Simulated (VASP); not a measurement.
Set up this calculation in VASP 6.6.1, as the native input.

| Property | Result |
| --- | --- |
| Task | single point |
| Functional | LDA |
| Potentials or basis | VASP PAW LDA potentials, release 64 (Hg) |
| Cutoff | 520 eV |
| k mesh | 11 × 11 × 11 |
| Occupations | gaussian, width 0.3 eV |
| Spin | no spin polarisation |
| Dipole correction | no |
| Further INCAR settings | ALGO = Normal; EDIFF = 1e-06; NBANDS = 12 |

The structure of Hg lies in POSCAR:

```
Hg
1.0
    1.7463233735      1.0082402698      2.1478810803
   -1.7463233735      1.0082402698      2.1478810803
    0.0000000000     -2.0164805396      2.1478810803
Hg
1
Direct
    0.0000000000      1.0000000000      0.0000000000
```

These files were run (other wordings do the same):

INCAR

```
  PREC = Accurate
  ENCUT = 520
  EDIFF = 1E-6
  ISMEAR = 0
  SIGMA = 0.3
  LREAL = False
  LASPH = True
  NELM = 80
  ALGO = Normal
  ISIF = 2
  LWAVE = False
  LCHARG = True
  LELF = True
  LVHAR = True
  NBANDS = 12
```

KPOINTS

```
regular mesh
0
Gamma
  11 11 11
```

Potentials or basis: VASP PAW LDA potentials, release 64 (Hg).

Command:

```sh
$ cat potpaw_LDA.64/Hg/POTCAR > POTCAR
$ mpirun -np 1 vasp_std > vasp.out
```

Results of the run:

```json
{
  "Pressure": "0.7 GPa",
  "Band gap on the k mesh": "zero (bands 6 and 7 overlap by 2.76 eV)"
}
```

Caveat: so wide a smearing shifts energies and pressures; spin-orbit coupling is left out, which moves the levels of the heavy elements.

Run time: 37 s on 1 thread of Intel Xeon 8259CL, with other jobs on the host, peak memory 0.16 GiB.
